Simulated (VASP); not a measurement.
Here is a VASP 6.6.1 calculation.

File INCAR:

```
  PREC = Accurate
  ENCUT = 520
  EDIFF = 1E-6
  ISMEAR = 0
  SIGMA = 0.1
  LREAL = False
  LASPH = True
  NELM = 60
  ALGO = Normal
  ISIF = 2
  LWAVE = False
  LCHARG = False
  LDIPOL = True
  IDIPOL = 3
  DIPOL = 0.5 0.5 0.500
  GGA = PE
  NBANDS = 46
```

The input KPOINTS:

```
regular mesh
0
Gamma
  9 4 1
```

File POSCAR:

```
Na
1.0
    3.7613360301      0.0000000000      0.0000000000
    0.0000000000     10.0007888818      0.0000000000
    0.0000000000      0.0000000000     23.8558659330
Na
10
Direct
    0.5000000000      0.2024945749      0.3175276902
    0.0000000000      0.9047761081      0.3745122719
    0.5000000000      0.5647019049      0.3716209399
    0.0000000000      0.2745978214      0.4395212442
    0.5000000000      0.9867600493      0.5036423434
    0.0000000000      0.6618700091      0.4963570615
    0.5000000000      0.3740328793      0.5604792813
    0.0000000000      0.0839268102      0.6283784607
    0.5000000000      0.7438519131      0.6254876171
    0.0000000000      0.4461329681      0.6824730898
```

Potentials or basis: VASP PAW PBE potentials, release 64 (Na_pv).

Launch:

```sh
$ cat potpaw_PBE.64/Na_pv/POTCAR > POTCAR
$ mpirun -np 1 vasp_std > vasp.out
```

Problem. What does it give for the band gap on the k mesh?

Solution. Zero (bands 35 and 36 overlap by 1.37 eV).

Problem. Predict the largest force.

Solution. 0.019 eV/Å.

Forces on the atoms (eV/Å):
```
Na   0.000 -0.019  0.003
Na   0.000 -0.007 -0.001
Na   0.000 -0.013 -0.013
Na   0.000  0.001  0.002
Na   0.000  0.012  0.001
Na   0.000 -0.012 -0.001
Na   0.000 -0.001 -0.002
Na   0.000  0.013  0.013
Na   0.000  0.007  0.001
Na   0.000  0.019 -0.003
```
